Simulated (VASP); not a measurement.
CoO: single point with PBE+U

Crystal: CoO.

```
O Co
1.0
     0.00000    2.12900    2.12900
     2.12900    0.00000    2.12900
     2.12900    2.12900    0.00000
O Co
1 1
Direct
  0.50000 0.50000 0.50000
  0.00000 0.00000 0.00000
```

```
Program             : VASP 6.6.1
Task                : single point
Functional          : PBE
Potentials or basis : VASP PAW PBE potentials, release 64 (O, Co_sv)
Cutoff              : 700 eV
k mesh              : 8 × 8 × 8
Occupations         : fermi-dirac, width 0.03 eV
Spin                : collinear spin, ferromagnetic start
Starting moments    : [0.0, 3.0] μB
Hubbard terms       : Co d U = 3.32 eV
```

- Pressure: -0.3 GPa
- Band gap on the k mesh: zero (filled and empty bands overlap)
- Net moment: 3.00 μB per cell
- Site moments: O +0.25; Co +2.69 μB
- Valence electrons inside the program's atomic spheres: O 5.01; Co 14.88

Levels at points of the mesh, in eV from the Fermi level:
Spin up:
```csv
k point,band 10,band 11,band 12,band 13,band 14,band 15,band 16,band 17
"(0.00, 0.00, 0.00)",-4.15,-2.65,-2.65,-2.65,1.33,17.12,17.98,17.98
"(0.50, 0.00, 0.00)",-3.53,-2.69,-0.26,-0.26,5.37,9.70,13.69,13.69
"(0.50, 0.50, 0.00)",-3.89,-3.68,-3.25,-3.25,6.10,10.23,11.52,16.07
```
Spin down:
```tsv
k point	band 7	band 8	band 9	band 10	band 11	band 12	band 13	band 14
(0.00, 0.00, 0.00)	-2.17	-2.17	-1.13	-1.13	-1.13	1.66	1.66	1.82
(0.50, 0.00, 0.00)	-4.01	-4.01	-0.10	-0.10	0.19	4.10	4.10	5.59
(0.50, 0.50, 0.00)	-3.45	-3.45	-2.23	0.07	0.07	2.19	2.60	7.00
```

Eigenvalues of the final occupation matrices:
| site | spin | trace | eigenvalues |
| --- | --- | --- | --- |
| site 2 d | 1 | 4.68 | 0.92 0.92 0.92 0.96 0.96 |
| site 2 d | 2 | 2.02 | 0.10 0.10 0.61 0.61 0.61 |

It took 64 s on 1 thread of Intel(R) Xeon(R) Platinum 8259CL CPU @ 2.50GHz (Skylake/Cascade Lake), with other jobs on the host, peak memory 0.18 GiB.

Caveat: a cell with one magnetic atom can't hold antiferromagnetic order, which such compounds often take. The state reached can hang on the start; a lower one may exist.
